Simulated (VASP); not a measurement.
Set up this calculation in VASP 6.6.1, as the native input.

```yaml
Task: single point
Functional: PBE
Potentials_or_basis: VASP PAW PBE potentials, release 64 (Cd, Hg, S)
Cutoff: 520 eV
k_mesh: 6 × 6 × 6
Occupations: gaussian, width 0.02 eV
Spin: no spin polarisation
Dipole_correction: no
k_mesh_for_the_DOS: 9 × 9 × 9
Occupations_for_the_DOS: tetrahedron
Further_INCAR_settings: ALGO = Normal; EDIFF = 1e-06
```

The system is Cd3HgS4.

```
Cd Hg S
1.0
    -2.97100    2.97100    5.94265
     2.97100   -2.97100    5.94265
     2.97100    2.97100   -5.94265
Cd Hg S
3 1 4
Direct
  0.50000 0.50000 0.00000
  0.25000 0.75000 0.50000
  0.75000 0.25000 0.50000
  0.00000 0.00000 0.00000
  0.62200 0.62200 0.49589
  0.12611 0.12611 0.50411
  0.87389 0.37800 0.00000
  0.37800 0.87389 0.00000
```

The input as run:

POSCAR

```
Cd3HgS4
1.0
   -2.9709956859      2.9709956859      5.9426513578
    2.9709956859     -2.9709956859      5.9426513578
    2.9709956859      2.9709956859     -5.9426513578
Cd Hg S
3 1 4
Direct
    0.5000000000      0.5000000000      0.0000000000
    0.2500000000      0.7500000000      0.5000000000
    0.7500000000      0.2500000000      0.5000000000
    0.0000000000      0.0000000000      0.0000000000
    0.6220026466      0.6220026466      0.4958943390
    0.1261083076      0.1261083076      0.5041056610
    0.8738916924      0.3779973534      0.0000000000
    0.3779973534      0.8738916924      0.0000000000
```

INCAR.step1

```
SYSTEM = Cd3HgS4
ALGO = Normal ; EDIFF = 1E-6
ENCUT = 520 ; GGA = PE
ISIF = 2 ; ISMEAR = 0
LASPH = .True. ; LCHARG = .True.
LREAL = .False. ; LWAVE = .False.
NBANDS = 46 ; NELM = 80
PREC = Accurate ; SIGMA = 0.02
```

KPOINTS.step1

```
k-points
0
Gamma
  6 6 6
  0 0 0
```

INCAR.step2

```
SYSTEM = Cd3HgS4
ALGO = Normal ; EDIFF = 1E-6
ENCUT = 520 ; GGA = PE
ICHARG = 11 ; ISIF = 2
ISMEAR = -5 ; LASPH = .True.
LCHARG = .False. ; LORBIT = 11
LREAL = .False. ; LWAVE = .False.
NEDOS = 2001 ; NELM = 80
PREC = Accurate ; SIGMA = 0.02
```

KPOINTS.step2

```
k-points
0
Gamma
  9 9 9
  0 0 0
```

Potentials or basis: VASP PAW PBE potentials, release 64 (Cd, Hg, S).

Command:

```bash
$ cat potpaw_PBE.64/Cd/POTCAR potpaw_PBE.64/Hg/POTCAR potpaw_PBE.64/S/POTCAR > POTCAR
$ cp INCAR.step1 INCAR
$ cp KPOINTS.step1 KPOINTS
$ mpirun -np 1 vasp_std > vasp.out
$ cp INCAR.step2 INCAR
$ cp KPOINTS.step2 KPOINTS
$ mpirun -np 1 vasp_std > vasp.out
```

It gave:

* Valence electrons inside the program's atomic spheres: Cd 10.28; Hg 10.44; S 3.69

Run time: 12 min on 1 thread of Intel(R) Xeon(R) 6975P-C (Granite Rapids), on a shared host, peak memory 0.78 GiB.
